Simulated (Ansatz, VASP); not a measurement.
# Rh: VASP beside Ansatz

The input INCAR:

```
SYSTEM = Rh
PREC     = Accurate       ! precision mode
ENCUT    = 520            ! plane-wave cutoff, eV
EDIFF    = 1E-6           ! SCF threshold, eV
ISMEAR   = 0              ! smearing method
SIGMA    = 0.1            ! smearing width, eV
LREAL    = .False.        ! projectors in reciprocal space
LASPH    = .True.         ! aspherical terms in the spheres
NELM     = 100            ! most SCF steps
ALGO     = Normal         ! electronic algorithm
ISIF     = 2              ! what is computed and relaxed
LWAVE    = .False.        ! write WAVECAR
LCHARG   = .False.        ! write CHGCAR
GGA      = PS             ! functional
NBANDS   = 22             ! bands
```

File KPOINTS:

```
Automatic mesh
0
Gamma
  12 12 7
  0 0 0
```

POSCAR

```
Rh
1.0
    2.7669180686      0.0000000000      0.0000000000
   -1.3834590343      2.3962233060      0.0000000000
    0.0000000000      0.0000000000      4.4867662882
Rh
2
Direct
    0.6666666667      0.3333333333      0.7500000000
    0.3333333333      0.6666666667      0.2500000000
```

Input for Ansatz:

```yaml
crystal:
  lattice:
    - [2.7669180686448276, 0.0, 0.0]
    - [-1.3834590343224138, 2.3962233059751012, 0.0]
    - [0.0, 0.0, 4.486766288223617]
  atoms:
    - { symbol: Rh, position: [0.6666666666666666, 0.3333333333333333, 0.75] }
    - { symbol: Rh, position: [0.3333333333333333, 0.6666666666666666, 0.25] }
basis:
  ecutwfc: 500.0
kpoints:
  mp_grid:
    grid: [12, 12, 7]
hamiltonian:
  xc: pbesol
scf:
  occupations:
    method: gaussian
    width: 0.1
output:
  stress: true
```

Alike in both runs: task single point; functional PBEsol; k mesh 12 × 12 × 7; occupations gaussian, width 0.1 eV; no spin polarisation.

|  | VASP | Ansatz |
| --- | --- | --- |
| version | VASP 6.6.1 | Ansatz 0.2.0 |
| potentials or method | VASP PAW PBE potentials, release 64 (Rh_pv), cutoff 520 eV | plane waves, PAW |
| valence electrons in the cell | 30 | 34 |

|  | VASP | Ansatz | Ansatz less VASP |
| --- | --- | --- | --- |
| pressure (GPa) | -21.5 | -21.5 | +0.06 |
| traceless stress, the component that is largest in VASP (GPa) | -0.41 | -0.41 | -0.004 |

VASP's potentials were made for PBE, not for PBEsol. VASP's potentials hold 30 valence electrons a cell and Ansatz's 34, so a difference there can come from the potentials and not from the codes. Ansatz's warnings: structure snapped to symmetry.
